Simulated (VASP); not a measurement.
# CuI: single point with PBE

CuI:

```xyz
2
Lattice="0.0000 3.0315 3.0315 3.0315 0.0000 3.0315 3.0315 3.0315 0.0000" Properties=species:S:1:pos:R:3 pbc="T T T"
Cu    4.5473    4.5473    4.5473
I     0.0000    0.0000    0.0000
```

| Property | Result |
| --- | --- |
| Program | VASP 6.6.1 |
| Task | single point |
| Functional | PBE |
| Potentials or basis | VASP PAW PBE potentials, release 64 (Cu, I) |
| Cutoff | 520 eV |
| k mesh | 8 × 8 × 8 |
| Occupations | gaussian, width 0.05 eV |
| Spin | no spin polarisation |
| Dipole correction | no |
| Further INCAR settings | ALGO = Normal; EDIFF = 1e-07; NBANDS = 16 |

```yaml
Pressure: 0.3 GPa
Band_gap_on_the_k_mesh: 1.14 eV
```

Levels at points of the mesh, in eV from the valence-band top:
```tsv
k point	band 6	band 7	band 8	band 9	band 10	band 11	band 12	band 13
(0.00, 0.00, 0.00)	-1.85	0.00	0.00	0.00	1.14	4.87	4.87	4.87
(0.50, 0.00, 0.00)	-1.82	-1.78	-0.71	-0.71	2.16	5.41	5.41	7.40
(0.50, 0.50, 0.00)	-1.79	-1.76	-1.50	-1.50	2.72	2.91	9.19	9.76
```

Run time: 45 s on 1 thread of Intel Xeon 8259CL (shared host), peak memory 0.18 GiB.

Caveat: spin-orbit coupling is left out, which moves the levels of the heavy elements. Expect the measured gap to be larger: semilocal functionals such as PBE lack the derivative discontinuity.
